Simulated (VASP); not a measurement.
Crystal: Ir.

```
Ir
1.0
     2.71486    0.00000    0.00000
    -1.35743    2.35114    0.00000
     0.00000    0.00000    8.86674
Ir
4
Direct
  0.00000 0.00000 0.00000
  0.00000 0.00000 0.50000
  0.33333 0.66667 0.25000
  0.66667 0.33333 0.75000
```

```yaml
Program: VASP 6.6.1
Task: relaxation of cell and atoms
Functional: BLYP
Potentials_or_basis: VASP PAW PBE potentials, release 64 (Ir)
Cutoff: 600 eV
k_mesh: 13 × 13 × 4
Occupations: fermi-dirac, width 0.1 eV
Spin: no spin polarisation
```

At the start: pressure 30.9 GPa; volume 14.15 Å³/atom.

Problem. Where does the relaxation end?

Solution. Over 5 steps the energy falls by 111.7 meV/atom and the volume is 15.42 Å³/atom (+9.0 %); space group P6_3/mmc (No. 194, to 0.05 Å).

The path:
```tsv
step	energy change (eV)	largest force (eV/Å)	pressure (GPa)	volume (Å³)
1	0.0000	0.0000	30.90	56.60
2	2.8346	0.0000	-37.81	82.02
3	-0.4395	0.0000	-3.17	62.38
4	-0.4465	0.0000	-0.47	61.78
5	-0.4466	0.0000	0.01	61.67
```

Final structure:
```
Ir
1.0
     2.79337    0.00000    0.00000
    -1.39668    2.41913    0.00000
     0.00000    0.00000    9.12623
Ir
4
Direct
  0.00000 0.00000 0.00000
  0.00000 0.00000 0.50000
  0.33333 0.66667 0.25000
  0.66667 0.33333 0.75000
```

Caveat: the PAW data sets were made with another functional, which shifts forces and pressure a little.
